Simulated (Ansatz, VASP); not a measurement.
Na: VASP beside Ansatz

```
CELL_PARAMETERS angstrom
0.00000 3.48954 3.48954
3.48954 0.00000 3.48954
3.48954 3.48954 0.00000
ATOMIC_POSITIONS crystal
Na 0.12500 0.12500 0.12500
Na 0.87500 0.87500 0.87500
```

Alike in both runs: task single point; functional LDA; k mesh 9 × 9 × 9; occupations fermi-dirac, width 0.1 eV; no spin polarisation.

```csv
,VASP,Ansatz
version,VASP 6.6.1,Ansatz 0.2.0
potentials or method,"VASP PAW LDA potentials, release 64 (Na_pv), cutoff 520 eV","plane waves (420 eV) with PAW, scalar-relativistic"
valence electrons in the cell,14,18
```

```tsv
	VASP	Ansatz	Ansatz less VASP
pressure (GPa)	0.6	0.6	+0.01
```

Ansatz warns that its potentials were made for another functional, while VASP's fit it. LDA's correlation is that of Perdew and Zunger in VASP and of Perdew and Wang (1992) in Ansatz. VASP's potentials hold 14 valence electrons a cell and Ansatz's 18, so a difference there can come from the potentials and not from the codes.
